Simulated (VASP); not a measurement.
Set up this calculation in VASP 6.6.1, as the native input.

```
Task                   : single point
Functional             : PBEsol
Potentials or basis    : VASP PAW PBE potentials, release 64 (Pb_d, O)
Cutoff                 : 600 eV
k mesh                 : 6 × 6 × 6
Occupations            : fermi-dirac, width 0.001 eV
Spin                   : no spin polarisation
Dipole correction      : no
Further INCAR settings : ALGO = Normal; EDIFF = 1e-06; NBANDS = 17
```

The structure of PbO lies in POSCAR:

```
PbO
1.0
    3.1793716482      0.0000000000      0.0000000000
    0.0000000000      3.1793716482      0.0000000000
    0.0000000000      0.0000000000      3.1793716482
Pb O
1 1
Direct
    0.0000000000      0.0000000000      0.0000000000
    0.5000000000      0.5000000000      0.5000000000
```

One way to write it, as run:

INCAR

```
  PREC = Accurate
  ENCUT = 600
  EDIFF = 1E-6
  ISMEAR = -1
  SIGMA = 0.001
  LREAL = F
  LASPH = T
  NELM = 120
  ALGO = Normal
  ISIF = 2
  LWAVE = F
  LCHARG = F
  GGA = PS
  NBANDS = 17
  GGA_COMPAT = F
```

KPOINTS

```
Automatic mesh
0
Gamma
  6 6 6
```

Potentials or basis: VASP PAW PBE potentials, release 64 (Pb_d, O).

Command:

```sh
$ cat potpaw_PBE.64/Pb_d/POTCAR potpaw_PBE.64/O/POTCAR > POTCAR
$ mpirun -np 1 vasp_std > vasp.out
```

Results of the run:

```
Pressure               : -2.2 GPa
Band gap on the k mesh : 0.65 eV, indirect (least direct gap 0.83 eV)
```

Caveat: the PAW data sets were made with another functional, which shifts forces and pressure a little; spin-orbit coupling is left out, which moves the levels of the heavy elements.

It took 15 s on 1 thread of Intel Xeon 8259CL, with other jobs on the host, peak memory 0.16 GiB.
